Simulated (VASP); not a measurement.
# SiC2 (P-3m1) in VASP: further runs, part 2 of 2

VASP 6.6.1.

## (4) Single point, HSE06

This run uses another cell than the first one, of 9.14 Å³/atom.

The input, POSCAR:

```
SiC2
1.0
    2.9232701693      0.0000000000      0.0000000000
   -1.4616350847      2.5316262288      0.0000000000
    0.0000000000      0.0000000000      7.4136177446
C Si
4 2
Direct
    0.6666666667      0.3333333333      0.5367424683
    0.3333333333      0.6666666667      0.2555560122
    0.3333333333      0.6666666667      0.4632575317
    0.6666666667      0.3333333333      0.7444439878
    0.0000000000      0.0000000000      0.8389089478
    0.0000000000      0.0000000000      0.1610910522
```

The input, INCAR.step1:

```
ALGO = Normal
EDIFF = 1E-5
ENCUT = 520
GGA = PE
ISIF = 2
ISMEAR = 0
LASPH = T
LCHARG = F
LREAL = F
LWAVE = T
NBANDS = 21
NELM = 60
PREC = Accurate
SIGMA = 0.01
```

The input, INCAR.step2:

```
ALGO = Normal
EDIFF = 1E-6
ENCUT = 520
GGA = PE
HFSCREEN = 0.2079
ISIF = 2
ISMEAR = 0
ISTART = 1
LASPH = T
LCHARG = F
LHFCALC = T
LREAL = F
LWAVE = F
NBANDS = 21
NELM = 60
PREC = Accurate
PRECFOCK = Fast
SIGMA = 0.01
```

The input, KPOINTS:

```
k-points
0
Gamma
  6 6 2
```

Potentials or basis: VASP PAW PBE potentials, release 64 (C, Si).

The run is started by

```console
cat potpaw_PBE.64/C/POTCAR potpaw_PBE.64/Si/POTCAR > POTCAR
cp INCAR.step1 INCAR
mpirun -np 1 vasp_std > vasp.out
cp INCAR.step2 INCAR
mpirun -np 1 vasp_std > vasp.out
```

OUTCAR:

```text
EDIFF = 1E-6
   ENCUT = 520
   GGA = PE
   HFSCREEN = 0.2079
   ISIF = 2
   ISMEAR = 0
   ISTART = 1
   LASPH = T
   LHFCALC = T
   LREAL = F
   NELM = 60
   PREC = Accurate
   PRECFOCK = Fast

 ion  position               nearest neighbor table
   1  0.667  0.333  0.537-   4 1.54   3 1.77   3 1.77   3 1.77
   2  0.333  0.667  0.256-   3 1.54   6 1.83   6 1.83   6 1.83
   3  0.333  0.667  0.463-   2 1.54   1 1.77   1 1.77   1 1.77
   4  0.667  0.333  0.744-   1 1.54   5 1.83   5 1.83   5 1.83
   5  0.000  0.000  0.839-   4 1.83   4 1.83   4 1.83   6 2.39
   6  0.000  0.000  0.161-   2 1.83   2 1.83   2 1.83   5 2.39

  LATTYP: Found a hexagonal cell.
 ALAT       =     2.9232701693
 C/A-ratio  =     2.5360699885

  Lattice vectors:

 A1 = (   2.9232701693,   0.0000000000,   0.0000000000)
 A2 = (  -1.4616350847,   2.5316262288,   0.0000000000)
 A3 = (   0.0000000000,   0.0000000000,   7.4136177446)

Analysis of symmetry for initial positions (statically):
=====================================================================
[... 179 lines left out ...]

 val. band max:        8.5219226350   @ k =   0.0000   0.0000   0.0000
 cond. band min:       9.5887570728   @ k =   0.5000   0.0000   0.0000
 fundamental gap:      1.0668344378
 Fermi energy:         8.5739755091

 k-point     1 :       0.0000    0.0000    0.0000
  band No.  band energies     occupation
      1     -11.5587      2.00000
      2      -9.2371      2.00000
      3      -7.4287      2.00000
      4      -1.4855      2.00000
      5       0.1389      2.00000
      6       4.8695      2.00000
[... 325 lines left out ...]
     20      18.4173      0.00000
     21      19.9923      0.00000

------------------------ aborting loop because EDIFF is reached ----------------------------------------

  FORCE on cell =-STRESS in cart. coord.  units (eV):
  Direction    XX          YY          ZZ          XY          YZ          ZX
  --------------------------------------------------------------------------------------
  -------------------------------------------------------------------------------------
  Total       -1.0868122     -1.0868122     -0.9716799      0.0000000     -0.0000000      0.0000000
  in kB      -31.7370365    -31.7370365    -28.3749483      0.0000000     -0.0000000      0.0000000
  external PRESSURE =     -30.6163404 kB  Pullay stress =       0.0000000 kB

 VOLUME and BASIS-vectors are now :
 -----------------------------------------------------------------------------
  energy-cutoff  :      520.00
  volume of cell :       54.87
      direct lattice vectors                 reciprocal lattice vectors
     2.923270169  0.000000000  0.000000000     0.342082648  0.197501509  0.000000000
    -1.461635085  2.531626229  0.000000000     0.000000000  0.395003018  0.000000000
     0.000000000  0.000000000  7.413617745     0.000000000  0.000000000  0.134886911

 POSITION                                       TOTAL-FORCE (eV/Angst)
 -----------------------------------------------------------------------------------
      1.46164      0.84388      3.97920        -0.000000     -0.000000     -0.151359
     -0.00000      1.68775      1.89459         0.000000     -0.000000      0.075266
     -0.00000      1.68775      3.43441        -0.000000      0.000000      0.151359
      1.46164      0.84388      5.51902         0.000000      0.000000     -0.075266
      0.00000      0.00000      6.21935        -0.000000     -0.000000     -0.058186
      0.00000      0.00000      1.19427         0.000000      0.000000      0.058186
 -----------------------------------------------------------------------------------
    total drift:                                0.000000      0.000000     -0.000000

  FREE ENERGIE OF THE ION-ELECTRON SYSTEM (eV)
  ---------------------------------------------------
  free  energy   TOTEN  =       -52.3111196878 eV

  energy  without entropy=      -52.3111196878  energy(sigma->0) =      -52.31111969
```

OUTCAR.step1:

```text
EDIFF = 1E-5
   ENCUT = 520
   GGA = PE
   ISIF = 2
[... 562 lines left out ...]
     -0.00000      1.68775      3.43441        -0.000000      0.000000      0.083494
      1.46164      0.84388      5.51902         0.000000      0.000000     -0.228735
      0.00000      0.00000      6.21935        -0.000000     -0.000000      0.243132
      0.00000      0.00000      1.19427         0.000000      0.000000     -0.243132
 -----------------------------------------------------------------------------------
    total drift:                                0.000000     -0.000000     -0.000000

  FREE ENERGIE OF THE ION-ELECTRON SYSTEM (eV)
  ---------------------------------------------------
  free  energy   TOTEN  =       -45.0068757615 eV

  energy  without entropy=      -45.0068757615  energy(sigma->0) =      -45.00687576
```

It took 3.5 min on 1 thread of Intel Xeon 6975P-C (Granite Rapids), shared host; peak memory 0.27 GiB.

What came out:

| Item | Value |
| --- | --- |
| Free energy | -52.3111 eV |
| Pressure | -3.1 GPa |
| Largest force | 0.151 eV/Å |
| Band gap on the k mesh | 1.07 eV (least direct gap 3.20 eV) |

Forces in eV/Å, atoms in the order of the input:
```
C    0.000  0.000 -0.151
C    0.000  0.000  0.075
C    0.000  0.000  0.151
C    0.000  0.000 -0.075
Si   0.000  0.000 -0.058
Si   0.000  0.000  0.058
```

Stress tensor (GPa, compression positive):
```
-3.17  0.00  0.00
 0.00 -3.17  0.00
 0.00  0.00 -2.84
```

Caveat: the k points lie up to 0.42 Å⁻¹ apart; the PAW data sets were made with another functional, which shifts forces and pressure a little. A k mesh can miss the band edges.

## (5) Single point, PBE0

This run uses another cell than the first one, of 9.14 Å³/atom.

POSCAR is that of step 4.

The input, INCAR.step1:

```
SYSTEM = SiC2
  ALGO = Normal
  EDIFF = 1E-5
  ENCUT = 520
  GGA = PE
  ISIF = 2
  ISMEAR = 0
  LASPH = .TRUE.
  LCHARG = .FALSE.
  LREAL = .FALSE.
  LWAVE = .TRUE.
  NBANDS = 21
  NELM = 100
  PREC = Accurate
  SIGMA = 0.01
```

The input, INCAR.step2:

```
SYSTEM = SiC2
  AEXX = 0.25
  ALGO = Normal
  EDIFF = 1E-6
  ENCUT = 520
  GGA = PE
  ISIF = 2
  ISMEAR = 0
  ISTART = 1
  LASPH = .TRUE.
  LCHARG = .FALSE.
  LHFCALC = .TRUE.
  LREAL = .FALSE.
  LWAVE = .FALSE.
  NBANDS = 21
  NELM = 100
  PREC = Accurate
  PRECFOCK = Fast
  SIGMA = 0.01
```

The input, KPOINTS:

```
k-points
0
G
  6 6 2
  0 0 0
```

The run is started by

```console
cat potpaw_PBE.64/C/POTCAR potpaw_PBE.64/Si/POTCAR > POTCAR
cp INCAR.step1 INCAR
mpirun -np 1 vasp_std > vasp.out
cp INCAR.step2 INCAR
mpirun -np 1 vasp_std > vasp.out
```

It took 3.5 min on 1 thread of Intel Xeon 6975P-C (Granite Rapids), shared host; peak memory 0.17 GiB.

The run converged. Its results:

| Property | Result |
| --- | --- |
| Free energy | -55.5203 eV |
| Pressure | -3.3 GPa |
| Largest force | 0.160 eV/Å |
| Band gap on the k mesh | 1.81 eV (least direct gap 3.96 eV) |

Forces in eV/Å, atoms in the order of the input:
```
C    0.000  0.000 -0.160
C    0.000  0.000  0.066
C    0.000  0.000  0.160
C    0.000  0.000 -0.066
Si   0.000  0.000 -0.066
Si   0.000  0.000  0.066
```

Stress tensor (GPa, compression positive):
```
-3.47  0.00  0.00
 0.00 -3.47  0.00
 0.00  0.00 -3.02
```

Levels at points of the mesh, in eV from the valence-band top:
```
           k point  band 8  band 9  band 10  band 11  band 12  band 13  band 14  band 15  band 16  band 17
(0.00, 0.00, 0.00)   -2.00   -1.79    -1.79     0.00     0.00     4.36     6.01     6.86     6.86     7.41
(0.50, 0.00, 0.00)   -6.01   -5.37    -3.54    -3.48    -2.15     1.81     3.60     6.26     6.59     7.60
(0.00, 0.00, 0.50)   -3.66   -1.79    -1.79    -0.01    -0.01     4.47     6.13     6.86     6.86     8.17
(0.50, 0.00, 0.50)   -6.48   -5.97    -3.79    -2.55    -1.85     2.71     3.99     4.75     7.32     7.73
```

Caveat: the k points lie up to 0.42 Å⁻¹ apart; the PAW data sets were made with another functional, which shifts forces and pressure a little.

## (6) The runs side by side

| task | level | cell | k mesh | cutoff (eV) | smearing | grid for exact exchange (PRECFOCK) | share of exact exchange | screening parameter | gap on the mesh (eV) | pressure (GPa) | relaxed volume (Å³/atom) | largest force (eV/Å) |
| --- | --- | --- | --- | --- | --- | --- | --- | --- | --- | --- | --- | --- |
| relaxation of cell and atoms | PBE | relaxed from a = 2.863, b = 2.863, c = 7.013 Å, angles 90.0, 90.0, 120.0°, 6 atoms, atomic positions A | 12 × 12 × 4 | 600 | fermi-dirac 0.02 eV | - | - | - | 0.24 | 0.0 | 9.24 | - |
| relaxation of cell and atoms | r2SCAN | relaxed from a = 2.932, b = 2.932, c = 7.447 Å, angles 90.0, 90.0, 120.0°, 6 atoms, atomic positions B | 12 × 12 × 4 | 600 | fermi-dirac 0.02 eV | - | - | - | 0.52 | 0.0 | 9.13 | - |
| single point | HSE06 | a = 2.923, b = 2.923, c = 7.414 Å, angles 90.0, 90.0, 120.0°, 6 atoms, atomic positions B | 6 × 6 × 2 | 520 | gaussian 0.01 eV | Fast | 0.25 | 0.2079 1/Å | 1.07 | -3.1 | - | 0.15 |
| single point | PBE0 | a = 2.923, b = 2.923, c = 7.414 Å, angles 90.0, 90.0, 120.0°, 6 atoms, atomic positions B | 6 × 6 × 2 | 520 | gaussian 0.01 eV | Fast | 0.25 | - | 1.81 | -3.3 | - | 0.16 |

Alike in all rows: potentials or basis VASP PAW PBE potentials, release 64 (C, Si); no spin polarisation.

Caveats: some runs use coarse meshes; the PAW data sets were made with another functional, which shifts forces and pressure a little (at least some runs).

Total energies depend on the potentials used, so only differences within one code and one set of settings carry meaning.
